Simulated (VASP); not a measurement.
HfN, 2 atoms in the cell. The structure is cubic, space group Pm-3m (No. 221). The conventional cell has a = 2.825 Å, b = 2.825 Å, c = 2.825 Å, α = 90.00°, β = 90.00°, γ = 90.00°. Hf (site symmetry m-3m) has 8 N at 2.45 Å and 6 Hf at 2.83 Å within 3.2 Å. N (site symmetry m-3m) has 8 Hf at 2.45 Å and 6 N at 2.83 Å within 3.2 Å. 

```yaml
Program: VASP 6.6.1
Task: single point
Functional: PBE
Potentials_or_basis: VASP PAW PBE potentials, release 64 (Hf_pv, N)
Cutoff: 520 eV
k_mesh: 20 × 20 × 20
Occupations: gaussian, width 0.1 eV
Spin: no spin polarisation
Dipole_correction: no
Further_INCAR_settings: ALGO = Normal; EDIFF = 1e-07; NBANDS = 14
```

Potentials or basis: VASP PAW PBE potentials, release 64 (Hf_pv, N).

Command:

```console
$ cat potpaw_PBE.64/Hf_pv/POTCAR potpaw_PBE.64/N/POTCAR > POTCAR
$ mpirun -np 1 vasp_std > vasp.out
```

Hardware: 1 thread of Intel(R) Xeon(R) Platinum 8488C (Sapphire Rapids), on a shared host.

Question: How long does it take, and how much memory?

Answer: Run time: 37 s on 1 thread of Intel(R) Xeon(R) Platinum 8488C (Sapphire Rapids) (shared host), peak memory 0.22 GiB. Counts: scf iterations 13, k points 286.
